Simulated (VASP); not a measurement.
Set up this calculation in VASP 6.6.1, as the native input.

| Item | Value |
| --- | --- |
| Task | relaxation of cell and atoms |
| Functional | LDA |
| Potentials or basis | VASP PAW LDA potentials, release 64 (Ni) |
| Cutoff | 600 eV |
| k mesh | 13 × 13 × 7 |
| Occupations | fermi-dirac, width 0.1 eV |
| Spin | collinear spin, ferromagnetic start |
| Starting moments | [1.0, 1.0] μB |
| Dipole correction | no |
| Further INCAR settings | ALGO = Normal; EDIFF = 1e-06; IBRION = 2; EDIFFG = -0.01; NSW = 100; ISIF = 3 |

The structure of Ni lies in POSCAR:

```
Ni
1.0
    2.4480230000      0.0000000000      0.0000000000
   -1.2240110000      2.1200500000      0.0000000000
    0.0000000000      0.0000000000      4.0728080000
Ni
2
Direct
    0.3333333333      0.6666666667      0.2500000000
    0.6666666667      0.3333333333      0.7500000000
```

This isn't the form of Ni at room conditions, which is fcc.

These files were run (other wordings do the same):

INCAR

```
PREC = Accurate
ENCUT = 600
EDIFF = 1E-6
ISMEAR = -1
SIGMA = 0.1
LREAL = F
LASPH = T
NELM = 150
ALGO = Normal
ISIF = 3
LWAVE = F
LCHARG = F
ISPIN = 2
MAGMOM = 1 1
LORBIT = 11
LMAXMIX = 4
IBRION = 2
NSW = 100
EDIFFG = -0.01
```

KPOINTS

```
Automatic mesh
0
Gamma
  13 13 7
```

Potentials or basis: VASP PAW LDA potentials, release 64 (Ni).

Run with:

```bash
$ cat potpaw_LDA.64/Ni/POTCAR > POTCAR
$ mpirun -np 1 vasp_std > vasp.out
```

Results of the run:

```yaml
Relaxed_volume: 10.07 Å³/atom
Relaxed_cell: a = 2.421 Å, b = 2.421 Å, c = 3.968 Å, α = 90.00°, β = 90.00°, γ = 120.00°
Space_group_after_relaxing_to_0.1_Å: P6_3/mmc (No. 194)
Energy_gained_by_relaxing: 18.7 meV/atom
Ionic_steps: 12
Pressure_after_relaxing: 0.0 GPa
Net_moment: 1.14 μB per cell
Site_moments: Ni +0.57 μB
Valence_electrons_inside_the_program's_atomic_spheres: Ni 9.47
```

Run time: 3.9 min on 1 thread of Intel(R) Xeon(R) Platinum 8488C (Sapphire Rapids), on a shared host, peak memory 0.18 GiB.
